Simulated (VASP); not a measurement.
Here is a VASP 6.6.1 calculation.

Contents of INCAR:

```
SYSTEM = Ag
ALGO = Fast ; EDIFF = 1E-6
ENCUT = 520 ; GGA = PE
ISIF = 2 ; ISMEAR = 0
LASPH = .True. ; LCHARG = .False.
LREAL = .False. ; LWAVE = .False.
NBANDS = 12 ; NELM = 60
PREC = Accurate ; SIGMA = 0.1
```

KPOINTS

```
k-points
0
Gamma
  6 6 6
  0 0 0
```

The input POSCAR:

```
Ag
1.0
    2.6295146812      0.0000000000      0.0000000000
    0.0000000000      2.6295146812      0.0000000000
    0.0000000000      0.0000000000      2.6295146812
Ag
1
Direct
    0.0000000000      0.0000000000      0.0000000000
```

Potentials or basis: VASP PAW PBE potentials, release 64 (Ag).

The run is started by

```sh
$ cat potpaw_PBE.64/Ag/POTCAR > POTCAR
$ mpirun -np 1 vasp_std > vasp.out
```

(1) Predict the pressure.

(2) What does it give for the band gap on the k mesh?

## Answers

(1) 13.6 GPa.

(2) zero (an odd number of electrons rules out a gap without spin polarisation).

Caveat: the k points lie up to 0.40 Å⁻¹ apart, too coarse for converged energies and pressures of a metal.
